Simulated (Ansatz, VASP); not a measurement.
Nb: VASP beside Ansatz

The input INCAR:

```
PREC = Accurate
ENCUT = 520
EDIFF = 1E-6
ISMEAR = 1
SIGMA = 0.01
LREAL = False
LASPH = True
NELM = 150
ALGO = Normal
ISIF = 2
LWAVE = False
LCHARG = False
MAGMOM = 0 0 0
LORBIT = 11
LSORBIT = True
GGA_COMPAT = False
LORBMOM = True
LMAXMIX = 4
GGA = PE
IVDW = 12
NBANDS = 24
```

KPOINTS

```
regular mesh
0
Gamma
  8 8 8
```

File POSCAR:

```
Nb
1.0
    0.0000000000      2.1150000000      2.1150000000
    2.1150000000      0.0000000000      2.1150000000
    2.1150000000      2.1150000000      0.0000000000
Nb
1
Direct
    0.0000000000      0.0000000000      0.0000000000
```

input.yaml

```yaml
crystal:
  lattice:
    - [0.0, 2.115, 2.115]
    - [2.115, 0.0, 2.115]
    - [2.115, 2.115, 0.0]
  atoms:
    - { symbol: Nb, position: [0.0, 0.0, 0.0] }
kpoints:
  mp_grid: { grid: [8, 8, 8] }
scf:
  occupations: { method: cold, width: 0.01 }
hamiltonian:
  xc: pbe
  dispersion: d3bj
  pseudopotentials: { kind: all_electron, lapw: { basis_error: 0.001 } }
magnetization:
  noncollinear: true
  spin_orbit: true
output:
  forces: true
  stress: true
  eigenvalues: true
```

Alike in both runs: task single point; functional PBE; dispersion D3(BJ); k mesh 8 × 8 × 8; non-collinear spin, spin-orbit coupling.

|  | VASP | Ansatz |
| --- | --- | --- |
| version | VASP 6.6.1 | Ansatz 0.2.0 |
| potentials or method | VASP PAW PBE potentials, release 64 (Nb_sv), cutoff 520 eV | all-electron LAPW, relativistic spinors |
| occupations | methfessel-paxton of order 1, width 0.01 eV | cold, width 0.01 eV |

Ansatz gave:

```
pressure (GPa)           : -7.6
net moment per atom (μB) : 0.00
```

Question: What did VASP give for the same quantities?

Answer: Pressure (GPa): -7.9; net moment per atom (μB): 0.00.

Ansatz ran all-electron here, and VASP with PAW potentials.

Noted on Ansatz's run: the k mesh is thin for a metal, which can move the energy by tens of meV per atom.
